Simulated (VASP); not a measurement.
Here is a VASP 6.6.1 calculation.

File INCAR:

```
SYSTEM = BP
ALGO     = Normal         ! electronic algorithm
DIPOL    = 0.5 0.5 0.500
EDIFF    = 1E-6           ! SCF threshold, eV
EDIFFG   = -0.02          ! ionic threshold
ENCUT    = 520            ! plane-wave cutoff, eV
GGA      = PS             ! functional
IBRION   = 2              ! ionic algorithm
IDIPOL   = 3            
ISIF     = 2              ! what is computed and relaxed
ISMEAR   = 0              ! smearing method
LASPH    = .True.         ! aspherical terms in the spheres
LCHARG   = .False.        ! write CHGCAR
LDIPOL   = .True.       
LREAL    = .False.        ! projectors in reciprocal space
LWAVE    = .False.        ! write WAVECAR
NELM     = 100            ! most SCF steps
NSW      = 80             ! ionic steps
PREC     = Accurate       ! precision mode
SIGMA    = 0.05           ! smearing width, eV
```

Contents of KPOINTS:

```
k-points
0
Gamma
  9 9 1
  0 0 0
```

Contents of POSCAR:

```
BP
1.0
    3.1962448201      0.0000000000      0.0000000000
   -1.5981224101      2.7680292109      0.0000000000
    0.0000000000      0.0000000000     26.0913226116
P B
5 5
Direct
    0.0000000000      0.0000000000      0.2874518901
    0.3333333333      0.6666666667      0.3874745301
    0.6666666667      0.3333333333      0.4874971700
    0.0000000000      0.0000000000      0.5875198100
    0.3333333333      0.6666666667      0.6875424499
    0.3333333333      0.6666666667      0.3124575501
    0.6666666667      0.3333333333      0.4124801900
    0.0000000000      0.0000000000      0.5125028300
    0.3333333333      0.6666666667      0.6125254699
    0.6666666667      0.3333333333      0.7125481099
```

Potentials or basis: VASP PAW PBE potentials, release 64 (P, B).

Run with:

```bash
$ cat potpaw_PBE.64/P/POTCAR potpaw_PBE.64/B/POTCAR > POTCAR
$ mpirun -np 1 vasp_std > vasp.out
```

(1) What does it give for the band gap on the k mesh?

(2) Predict the energy gained by relaxing.

## Answers

(1) zero (band 20 reaches 1.89 eV, above the bottom of band 21 at 1.39 eV).

(2) 43.5 meV/atom.
